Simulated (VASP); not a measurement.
**Zr3NbTe2: single point with PBE**

Zr3NbTe2:

```
Zr Nb Te
1.0
     6.10070    0.00000    0.00000
    -3.05035    5.28336    0.00000
     0.00000    0.00000    4.73655
Zr Nb Te
3 1 2
Direct
  0.00000 0.50000 0.98562
  0.50000 0.00000 0.98562
  0.50000 0.50000 0.98562
  0.00000 0.00000 0.23934
  0.66667 0.33333 0.48689
  0.33333 0.66667 0.48689
```

```json
{
  "Program": "VASP 6.6.1",
  "Task": "single point",
  "Functional": "PBE",
  "Potentials or basis": "VASP PAW PBE potentials, release 64 (Zr_sv, Nb_sv, Te)",
  "Cutoff": "520 eV",
  "k mesh": "6 × 6 × 8",
  "Occupations": "gaussian, width 0.1 eV",
  "Spin": "collinear spin, ferromagnetic start",
  "Starting moments": "[0.0, 0.0, 0.0, 1.72, 0.0, 0.0] μB"
}
```

```
Pressure                                              : -0.6 GPa
Largest force                                         : 0.222 eV/Å
Net moment                                            : 0.00 μB per cell
Valence electrons inside the program's atomic spheres : Zr 9.89; Nb 10.46; Te 3.47
```

Forces on the atoms (eV/Å):
```
Zr   0.000  0.000 -0.054
Zr   0.000  0.000 -0.054
Zr   0.000  0.000 -0.054
Nb   0.000  0.000  0.222
Te   0.000  0.000 -0.030
Te   0.000  0.000 -0.030
```

Stress tensor (GPa, compression positive):
```
-0.58  0.00  0.00
 0.00 -0.58  0.00
 0.00  0.00 -0.68
```

Levels at points of the mesh, in eV from the Fermi level:
Spin up:
```csv
k point,band 26,band 27,band 28,band 29,band 30,band 31,band 32,band 33,band 34,band 35
"(0.00, 0.00, 0.00)",-2.54,-1.39,-1.39,-0.55,-0.55,0.12,0.40,0.40,0.63,0.63
"(0.50, 0.00, 0.00)",-1.50,-1.37,-0.94,-0.51,-0.35,0.09,0.30,0.56,0.82,0.83
"(0.00, 0.00, 0.50)",-1.85,-1.85,-1.38,-0.05,-0.05,0.60,0.65,0.65,0.95,1.07
"(0.50, 0.00, 0.50)",-1.34,-0.92,-0.73,-0.56,-0.31,-0.02,0.37,0.54,0.65,0.83
```
Spin down:
```tsv
k point	band 28	band 29	band 30	band 31	band 32	band 33
(0.00, 0.00, 0.00)	-1.39	-0.55	-0.55	0.12	0.40	0.40
(0.50, 0.00, 0.00)	-0.94	-0.51	-0.35	0.09	0.30	0.56
(0.00, 0.00, 0.50)	-1.38	-0.05	-0.05	0.60	0.65	0.65
(0.50, 0.00, 0.50)	-0.73	-0.56	-0.31	-0.02	0.37	0.54
```

It took 11 min on 1 thread of Intel(R) Xeon(R) Platinum 8488C (Sapphire Rapids), on a shared host, peak memory 0.59 GiB.

Caveat: spin-orbit coupling is left out, which moves the levels of the heavy elements.
